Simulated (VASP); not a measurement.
# AlN (P6_3mc) in VASP: a series of runs

AlN is run at these levels: PBE; tasks: single point.

All numbers are computed with VASP 6.6.1; they aren't measurements. Logs are shortened: lines on timing, memory, paths and dates and some standing lists are left out, and cuts for length are marked.

## Step 1: The cell of the first run

The structure is hexagonal, space group P6_3mc (No. 186). Conventional cell: a = 3.018 Å, b = 3.018 Å, c = 4.829 Å, α = 90.00°, β = 90.00°, γ = 120.00°. Within 2.4 Å of Al (site symmetry 3m) lie 4 N at 1.83 to 1.86 Å. Within 2.4 Å of N (site symmetry 3m) lie 4 Al at 1.83 to 1.86 Å.

## Step 2: Single point, PBE (strain -0.030 along x and y, -0.030 along z)

The input, INCAR:

```
PREC = Accurate
ENCUT = 520
EDIFF = 1E-6
ISMEAR = 0
SIGMA = 0.05
LREAL = False
LASPH = True
NELM = 60
ALGO = Normal
ISIF = 2
LWAVE = False
LCHARG = False
GGA = PE
NBANDS = 16
```

The input, KPOINTS:

```
Automatic mesh
0
Gamma
  12 12 6
```

The input, POSCAR:

```
AlN
1.0
    3.0176720870      0.0000000000      0.0000000000
   -1.5088360435      2.6133806877      0.0000000000
    0.0000000000      0.0000000000      4.8286600000
Al N
2 2
Direct
    0.3333333333      0.6666666667      0.0000000000
    0.6666666667      0.3333333333      0.5000000000
    0.3333333333      0.6666666667      0.3850000000
    0.6666666667      0.3333333333      0.8850000000
```

Potentials or basis: VASP PAW PBE potentials, release 64 (Al, N).

Command:

```sh
$ cat potpaw_PBE.64/Al/POTCAR potpaw_PBE.64/N/POTCAR > POTCAR
$ mpirun -np 1 vasp_std > vasp.out
```

OUTCAR:

```text
PREC = Accurate
   ENCUT = 520
   EDIFF = 1E-6
   ISMEAR = 0
   LREAL = False
   LASPH = True
   NELM = 60
   ISIF = 2
   GGA = PE

 ion  position               nearest neighbor table
   1  0.333  0.667  0.000-   4 1.83   4 1.83   4 1.83   3 1.86   2 2.98   2 2.98   2 2.98   2 2.98
                             2 2.98   2 2.98
   2  0.667  0.333  0.500-   3 1.83   3 1.83   3 1.83   4 1.86   1 2.98   1 2.98   1 2.98   1 2.98
                             1 2.98   1 2.98
   3  0.333  0.667  0.385-   2 1.83   2 1.83   2 1.83   1 1.86
   4  0.667  0.333  0.885-   1 1.83   1 1.83   1 1.83   2 1.86

  LATTYP: Found a hexagonal cell.
 ALAT       =     3.0176720870
 C/A-ratio  =     1.6001274694

  Lattice vectors:

 A1 = (   3.0176720870,   0.0000000000,   0.0000000000)
 A2 = (  -1.5088360435,   2.6133806877,   0.0000000000)
 A3 = (   0.0000000000,   0.0000000000,   4.8286600000)

Analysis of symmetry for initial positions (statically):
=====================================================================
 Subroutine PRICEL returns:
 Original cell was already a primitive cell.

 Routine SETGRP: Setting up the symmetry group for a
 hexagonal supercell.

 Subroutine GETGRP returns: Found 12 space group operations
 (whereof  6 operations were pure point group operations)
 out of a pool of 24 trial point group operations.

The static configuration has the point symmetry C_3v.
 The point group associated with its full space group is C_6v.

Analysis of symmetry for dynamics (positions and initial velocities):
=====================================================================
 Subroutine PRICEL returns:
 Original cell was already a primitive cell.

 Routine SETGRP: Setting up the symmetry group for a
 hexagonal supercell.

 Subroutine GETGRP returns: Found 12 space group operations
 (whereof  6 operations were pure point group operations)
 out of a pool of 24 trial point group operations.

The dynamic configuration has the point symmetry C_3v.
 The point group associated with its full space group is C_6v.

 Subroutine INISYM returns: Found 12 space group operations
 (whereof  6 operations are pure point group operations),
 and found     1 'primitive' translations

----------------------------------------------------------------------------------------

[... 91 lines left out ...]
   LNONCOLLINEAR =      F non collinear calculations
   LSORBIT =      F    spin-orbit coupling
   LASPH  =      T    aspherical Exc in radial PAW
   ENCUT  =  520.0 eV  38.22 Ry    6.18 a.u.   5.61  5.61  8.98*2*pi/ulx,y,z
   NELM   =     60;   NELMIN=  2; NELMDL= -5     # of ELM steps
   EDIFF  = 0.1E-05   stopping-criterion for ELM
   LREAL  =      F    real-space projection
   EDIFFG = 0.1E-04   stopping-criterion for IOM
   NSW    =      0    number of steps for IOM
   IBRION =     -1    ionic relax: 0-MD 1-quasi-New 2-CG
   NFREE  =      0    steps in history (QN), initial steepest desc. (CG)
   ISIF   =      2    stress and relaxation
   ISYM   =      2    0-nonsym 1-usesym 2-fastsym
   POTIM  = 0.5000    time-step for ionic-motion
   TEBEG  =    0.0;   TEEND  =   0.0 temperature during run
   PSTRESS=    0.0 pullay stress
   NELECT =      16.0000    total number of electrons
   NUPDOWN=      -1.0000    fix difference up-down
   EMIN   =  10.00;   EMAX   =-10.00  energy-range for DOS
   EFERMI =   0.00;   METHOD = LEGACY
   ISMEAR =     0;   SIGMA  =   0.05  broadening in eV -4-tet -1-fermi 0-gaus
   EFERMI_NEDOS =   21; number of points for ismear=-14 and -15
   IALGO  =     38    algorithm
   IMIX   =      4    mixing-type and parameters
     AMIX     =   0.40;   BMIX     =  1.00
     AMIX_MAG =   1.60;   BMIX_MAG =  1.00
  volume/ion in A,a.u.               =       9.52        64.24
  Fermi-wavevector in a.u.,A,eV,Ry     =   1.226162  2.317109 20.455982  1.503472
  Thomas-Fermi vector in A             =   2.361173
   LORBIT       =      0    0 simple, 1 ext, 2 COOP (PROOUT), +10 PAW based schemes
   GGA     = PE    functional components
   LHFCALC =     F    Hartree Fock is set to
   AEXX    =    0.0000 exact exchange contribution
   IVDW    =     0    specifies the selected vdW correction
   LEPSILON=     F    determine dielectric tensor
   LRPA    =     F    only Hartree local field effects (RPA)
 non-spin polarized calculation
 Gauss-broadening in eV      SIGMA  =   0.05
  energy-cutoff  :      520.00
  volume of cell :       38.08
 maximum number of plane-waves:      1041
 NGX is ok and might be reduce to    24
   NGX = 11   NGY = 11   NGZ = 17

 number of electron      16.0000001 magnetization

 Free energy of the ion-electron system (eV)
  ---------------------------------------------------
  ext. energy  EPLUGINS =         0.00000000
  ---------------------------------------------------
  free energy    TOTEN  =       -29.43902593 eV

  energy without entropy =      -29.43902593  energy(sigma->0) =      -29.43902593

 E-fermi :   7.4029     XC(G=0): -11.3195

 val. band max:        7.1345626494   @ k =   0.0000   0.0000   0.0000
 cond. band min:      12.1285106486   @ k =   0.0000   0.0000   0.0000
 fundamental gap:      4.9939479991
 Fermi energy:         7.4029053688

 k-point     1 :       0.0000    0.0000    0.0000
  band No.  band energies     occupation
      1      -8.6872      2.00000
      2      -6.2393      2.00000
      3       0.6692      2.00000
      4       6.1444      2.00000
      5       6.1444      2.00000
      6       6.8170      2.00000
[... 433 lines left out ...]
      3       1.8541      2.00000
      4       2.9244      2.00000
      5       3.5477      2.00000
      6       5.1794      2.00000
[... 8 lines left out ...]
     15      20.5078      0.00000
     16      22.3223      0.00000

 [... further k-points ...]
[... 5 lines left out ...]
  --------------------------------------------------------------------------------------
  -------------------------------------------------------------------------------------
  Total        6.6912634      6.6912634      5.5914132      0.0000000      0.0000000      0.0000000
  in kB      281.5252550    281.5252550    235.2506432      0.0000000      0.0000000      0.0000000
  external PRESSURE =     266.1003844 kB  Pullay stress =       0.0000000 kB

 VOLUME and BASIS-vectors are now :
 -----------------------------------------------------------------------------
  energy-cutoff  :      520.00
  volume of cell :       38.08
      direct lattice vectors                 reciprocal lattice vectors
     3.017672087  0.000000000  0.000000000     0.331381267  0.191323064  0.000000000
    -1.508836043  2.613380688  0.000000000     0.000000000  0.382646128  0.000000000
     0.000000000  0.000000000  4.828660000     0.000000000  0.000000000  0.207096793

 POSITION                                       TOTAL-FORCE (eV/Angst)
 -----------------------------------------------------------------------------------
     -0.00000      1.74225      0.00000         0.000000     -0.000000      0.186231
      1.50884      0.87113      2.41433        -0.000000      0.000000      0.186231
     -0.00000      1.74225      1.85903         0.000000      0.000000     -0.186231
      1.50884      0.87113      4.27336        -0.000000      0.000000     -0.186231
 -----------------------------------------------------------------------------------
    total drift:                               -0.000000      0.000000      0.000217

  FREE ENERGIE OF THE ION-ELECTRON SYSTEM (eV)
  ---------------------------------------------------
  free  energy   TOTEN  =       -29.4390259299 eV

  energy  without entropy=      -29.4390259299  energy(sigma->0) =      -29.43902593
```

Wall time 21 s (1 thread of Intel Xeon 6975P-C (Granite Rapids), shared host); peak memory 0.16 GiB.

What came out:

| Quantity | Value |
| --- | --- |
| Free energy | -29.4390 eV |
| Pressure | 26.6 GPa |
| Largest force | 0.186 eV/Å |
| Band gap on the k mesh | 4.99 eV, direct |

Forces in eV/Å, atoms in the order of the input:
```
Al   0.000  0.000  0.186
Al   0.000  0.000  0.186
N    0.000  0.000 -0.186
N    0.000  0.000 -0.186
```

Caveat: the cell differs from its parent crystal (strain -0.030 along x and y, -0.030 along z). A k mesh can miss the band edges.

## Step 3: Single point, PBE (strain -0.030 along x and y, -0.015 along z)

The input, INCAR:

```
PREC     = Accurate       # precision mode
ENCUT    = 520            # plane-wave cutoff, eV
EDIFF    = 1E-6           # SCF threshold, eV
ISMEAR   = 0              # smearing method
SIGMA    = 0.05           # smearing width, eV
LREAL    = False          # projectors in reciprocal space
LASPH    = True           # aspherical terms in the spheres
NELM     = 100            # most SCF steps
ALGO     = Normal         # electronic algorithm
ISIF     = 2              # what is computed and relaxed
LWAVE    = False          # write WAVECAR
LCHARG   = False          # write CHGCAR
GGA      = PE             # functional
NBANDS   = 16             # bands
```

KPOINTS is that of step 2.

Edit POSCAR of step 2 so:

```diff
@@ -4,3 +4,3 @@
    -1.5088360435      2.6133806877      0.0000000000
-    0.0000000000      0.0000000000      4.8286600000
+    0.0000000000      0.0000000000      4.9033300000
 Al N
```

Potentials or basis: VASP PAW PBE potentials, release 64 (Al, N).

Command:

```sh
$ cat potpaw_PBE.64/Al/POTCAR potpaw_PBE.64/N/POTCAR > POTCAR
$ mpirun -np 1 vasp_std > vasp.out
```

Run time: 21 s. Hardware: 1 thread of Intel Xeon 6975P-C (Granite Rapids), shared host; peak memory 0.17 GiB.

Results (log left out):

```yaml
Free_energy: -29.5097 eV
Pressure: 22.6 GPa
Largest_force: 0.424 eV/Å
Band_gap_on_the_k_mesh: 4.89 eV, direct
```

Forces on the atoms (eV/Å):
```
Al   0.000  0.000  0.424
Al   0.000  0.000  0.424
N    0.000  0.000 -0.424
N    0.000  0.000 -0.424
```

Stress tensor (GPa, compression positive):
```
26.45  0.00  0.00
 0.00 26.45  0.00
 0.00  0.00 14.92
```

Levels at points of the mesh, in eV from the valence-band top:
| k point | band 5 | band 6 | band 7 | band 8 | band 9 | band 10 | band 11 | band 12 |
| --- | --- | --- | --- | --- | --- | --- | --- | --- |
| (0.00, 0.00, 0.00) | -0.86 | -0.23 | -0.23 | 0.00 | 4.89 | 7.52 | 11.22 | 11.86 |
| (0.50, 0.00, 0.00) | -3.50 | -2.15 | -1.86 | -0.74 | 5.91 | 6.18 | 8.86 | 10.79 |
| (0.00, 0.00, 0.50) | -0.56 | -0.56 | -0.56 | -0.56 | 7.24 | 7.24 | 10.92 | 10.92 |
| (0.50, 0.00, 0.50) | -1.52 | -1.52 | -1.45 | -1.45 | 5.54 | 5.54 | 9.69 | 9.69 |

Caveat: the cell differs from its parent crystal (strain -0.030 along x and y, -0.015 along z). A k mesh can miss the band edges.

## Step 4: Single point, PBE (strain -0.030 along x and y, +0.000 along z)

The input, INCAR:

```
SYSTEM = AlN
  PREC = Accurate
  ENCUT = 520
  EDIFF = 1E-7
  ISMEAR = 0
  SIGMA = 0.05
  LREAL = .FALSE.
  LASPH = .TRUE.
  NELM = 80
  ALGO = Normal
  ISIF = 2
  LWAVE = .FALSE.
  LCHARG = .FALSE.
  GGA = PE
  NBANDS = 16
```

The input, KPOINTS:

```
Automatic mesh
0
G
  12 12 6
  0 0 0
```

Edit POSCAR of step 3 so:

```diff
@@ -4,3 +4,3 @@
    -1.5088360435      2.6133806877      0.0000000000
-    0.0000000000      0.0000000000      4.9033300000
+    0.0000000000      0.0000000000      4.9780000000
 Al N
```

Potentials or basis: VASP PAW PBE potentials, release 64 (Al, N).

Command:

```sh
$ cat potpaw_PBE.64/Al/POTCAR potpaw_PBE.64/N/POTCAR > POTCAR
$ mpirun -np 1 vasp_std > vasp.out
```

OUTCAR:

```text
SYSTEM = AlN
   PREC = Accurate
   ENCUT = 520
   EDIFF = 1E-7
   ISMEAR = 0
   LREAL = .FALSE.
   LASPH = .TRUE.
   NELM = 80
   ISIF = 2
   GGA = PE

 ion  position               nearest neighbor table
   1  0.333  0.667  0.000-   4 1.83   4 1.83   4 1.83   3 1.92   2 3.04   2 3.04   2 3.04   2 3.04
                             2 3.04   2 3.04
   2  0.667  0.333  0.500-   3 1.83   3 1.83   3 1.83   4 1.92   1 3.04   1 3.04   1 3.04   1 3.04
                             1 3.04   1 3.04
   3  0.333  0.667  0.385-   2 1.83   2 1.83   2 1.83   1 1.92
   4  0.667  0.333  0.885-   1 1.83   1 1.83   1 1.83   2 1.92

  LATTYP: Found a hexagonal cell.
 ALAT       =     3.0176720870
 C/A-ratio  =     1.6496159478

  Lattice vectors:

 A1 = (   3.0176720870,   0.0000000000,   0.0000000000)
 A2 = (  -1.5088360435,   2.6133806877,   0.0000000000)
 A3 = (   0.0000000000,   0.0000000000,   4.9780000000)

Analysis of symmetry for initial positions (statically):
=====================================================================
 Subroutine PRICEL returns:
 Original cell was already a primitive cell.

 Routine SETGRP: Setting up the symmetry group for a
 hexagonal supercell.

 Subroutine GETGRP returns: Found 12 space group operations
 (whereof  6 operations were pure point group operations)
 out of a pool of 24 trial point group operations.

The static configuration has the point symmetry C_3v.
 The point group associated with its full space group is C_6v.

Analysis of symmetry for dynamics (positions and initial velocities):
=====================================================================
 Subroutine PRICEL returns:
 Original cell was already a primitive cell.

 Routine SETGRP: Setting up the symmetry group for a
 hexagonal supercell.

 Subroutine GETGRP returns: Found 12 space group operations
 (whereof  6 operations were pure point group operations)
 out of a pool of 24 trial point group operations.

The dynamic configuration has the point symmetry C_3v.
 The point group associated with its full space group is C_6v.

 Subroutine INISYM returns: Found 12 space group operations
[... 121 lines left out ...]
     AMIX_MAG =   1.60;   BMIX_MAG =  1.00
  volume/ion in A,a.u.               =       9.81        66.23
  Fermi-wavevector in a.u.,A,eV,Ry     =   1.213775  2.293703 20.044789  1.473250
  Thomas-Fermi vector in A             =   2.349216
   LORBIT       =      0    0 simple, 1 ext, 2 COOP (PROOUT), +10 PAW based schemes
   GGA     = PE    functional components
   LHFCALC =     F    Hartree Fock is set to
   AEXX    =    0.0000 exact exchange contribution
   IVDW    =     0    specifies the selected vdW correction
   LEPSILON=     F    determine dielectric tensor
   LRPA    =     F    only Hartree local field effects (RPA)
 non-spin polarized calculation
 Gauss-broadening in eV      SIGMA  =   0.05
  energy-cutoff  :      520.00
  volume of cell :       39.26
 maximum number of plane-waves:      1099
 NGX is ok and might be reduce to    24
   NGX = 11   NGY = 11   NGZ = 19

 number of electron      16.0000001 magnetization

 Free energy of the ion-electron system (eV)
  ---------------------------------------------------
  ext. energy  EPLUGINS =         0.00000000
  ---------------------------------------------------
  free energy    TOTEN  =       -29.55041702 eV

  energy without entropy =      -29.55041702  energy(sigma->0) =      -29.55041702

 E-fermi :   6.9405     XC(G=0): -11.1831

 val. band max:        6.7000539314   @ k =   0.0000   0.0000   0.0000
 cond. band min:      11.4817091526   @ k =   0.0000   0.0000   0.0000
 fundamental gap:      4.7816552212
 Fermi energy:         6.9404884011

 k-point     1 :       0.0000    0.0000    0.0000
  band No.  band energies     occupation
      1      -8.8071      2.00000
      2      -6.6034      2.00000
      3       0.4180      2.00000
      4       5.9661      2.00000
      5       5.9661      2.00000
      6       6.5477      2.00000
[... 433 lines left out ...]
      3       1.6800      2.00000
      4       2.6447      2.00000
      5       3.2373      2.00000
      6       5.0189      2.00000
[... 8 lines left out ...]
     15      19.6771      0.00000
     16      21.8830      0.00000

 [... further k-points ...]
[... 5 lines left out ...]
  --------------------------------------------------------------------------------------
  -------------------------------------------------------------------------------------
  Total        6.0931658      6.0931658      1.7728284      0.0000000      0.0000000      0.0000000
  in kB      248.6703270    248.6703270     72.3515228      0.0000000      0.0000000      0.0000000
  external PRESSURE =     189.8973923 kB  Pullay stress =       0.0000000 kB

 VOLUME and BASIS-vectors are now :
 -----------------------------------------------------------------------------
  energy-cutoff  :      520.00
  volume of cell :       39.26
      direct lattice vectors                 reciprocal lattice vectors
     3.017672087  0.000000000  0.000000000     0.331381267  0.191323064  0.000000000
    -1.508836043  2.613380688  0.000000000     0.000000000  0.382646128  0.000000000
     0.000000000  0.000000000  4.978000000     0.000000000  0.000000000  0.200883889

 POSITION                                       TOTAL-FORCE (eV/Angst)
 -----------------------------------------------------------------------------------
     -0.00000      1.74225      0.00000        -0.000000      0.000000      0.603989
      1.50884      0.87113      2.48900         0.000000      0.000000      0.603989
     -0.00000      1.74225      1.91653         0.000000      0.000000     -0.603989
      1.50884      0.87113      4.40553        -0.000000      0.000000     -0.603989
 -----------------------------------------------------------------------------------
    total drift:                               -0.000000      0.000000      0.000490

  FREE ENERGIE OF THE ION-ELECTRON SYSTEM (eV)
  ---------------------------------------------------
  free  energy   TOTEN  =       -29.5504170216 eV

  energy  without entropy=      -29.5504170216  energy(sigma->0) =      -29.55041702
```

OSZICAR:

```text
N       E                     dE             d eps       ncg     rms          rms(c)
DAV:   1     0.418868767619E+02    0.41887E+02   -0.72935E+03  2432   0.897E+02
DAV:   2    -0.312546546627E+02   -0.73142E+02   -0.67044E+02  3424   0.192E+02
DAV:   3    -0.345653388420E+02   -0.33107E+01   -0.32995E+01  3040   0.414E+01
DAV:   4    -0.345845531438E+02   -0.19214E-01   -0.19213E-01  3024   0.359E+00
DAV:   5    -0.345847896302E+02   -0.23649E-03   -0.23649E-03  3104   0.404E-01    0.127E+01
DAV:   6    -0.295537587623E+02    0.50310E+01   -0.10772E+01  2896   0.242E+01    0.438E+00
DAV:   7    -0.295631123400E+02   -0.93536E-02   -0.76620E-01  2720   0.614E+00    0.306E+00
DAV:   8    -0.295541904586E+02    0.89219E-02   -0.56565E-02  2744   0.214E+00    0.484E-01
DAV:   9    -0.295499171513E+02    0.42733E-02   -0.11617E-02  3152   0.794E-01    0.230E-01
DAV:  10    -0.295504866862E+02   -0.56953E-03   -0.19943E-03  2736   0.284E-01    0.122E-01
DAV:  11    -0.295504141343E+02    0.72552E-04   -0.18532E-04  2880   0.106E-01    0.250E-02
DAV:  12    -0.295504171619E+02   -0.30276E-05   -0.94530E-06  2856   0.244E-02    0.709E-03
DAV:  13    -0.295504170044E+02    0.15752E-06   -0.33693E-06  2824   0.148E-02    0.273E-03
DAV:  14    -0.295504170216E+02   -0.17277E-07   -0.21286E-07  2720   0.384E-03
   1 F= -.29550417E+02 E0= -.29550417E+02  d E =-.298650E-14
```

stdout:

```text
POSCAR found type information on POSCAR AlN
 POSCAR found :  2 types and       4 ions
 scaLAPACK will be used
 LDA part: xc-table for (Slater+PW92), standard interpolation
 POSCAR, INCAR and KPOINTS ok, starting setup
 FFT: planning ... GRIDC
 FFT: planning ... GRID_SOFT
 FFT: planning ... GRID
 WAVECAR not read
 entering main loop
```

Wall time 25 s (1 thread of Intel Xeon 6975P-C (Granite Rapids), shared host); peak memory 0.17 GiB.

What came out:

| Quantity | Value |
| --- | --- |
| Free energy | -29.5504 eV |
| Pressure | 19.0 GPa |
| Largest force | 0.604 eV/Å |
| Band gap on the k mesh | 4.78 eV, direct |

Forces in eV/Å, atoms in the order of the input:
```
Al   0.000  0.000  0.604
Al   0.000  0.000  0.604
N    0.000  0.000 -0.604
N    0.000  0.000 -0.604
```

Stress tensor (GPa, compression positive):
```
24.87  0.00  0.00
 0.00 24.87  0.00
 0.00  0.00  7.24
```

Caveat: the cell differs from its parent crystal (strain -0.030 along x and y, +0.000 along z). A k mesh can miss the band edges.

## Step 5: Summary

```tsv
cell	gap on the mesh (eV)	pressure (GPa)	largest force (eV/Å)
a = 3.018, b = 3.018, c = 4.829 Å, angles 90.0, 90.0, 120.0°, 4 atoms	4.99	26.6	0.19
a = 3.018, b = 3.018, c = 4.903 Å, angles 90.0, 90.0, 120.0°, 4 atoms	4.89	22.6	0.42
a = 3.018, b = 3.018, c = 4.978 Å, angles 90.0, 90.0, 120.0°, 4 atoms	4.78	19.0	0.60
```

Alike in all rows: task single point; level PBE; potentials or basis VASP PAW PBE potentials, release 64 (Al, N); no spin polarisation; k mesh 12 × 12 × 6; cutoff (eV) 520; smearing gaussian 0.05 eV.

Absolute energies hang on the potentials; compare differences alone.
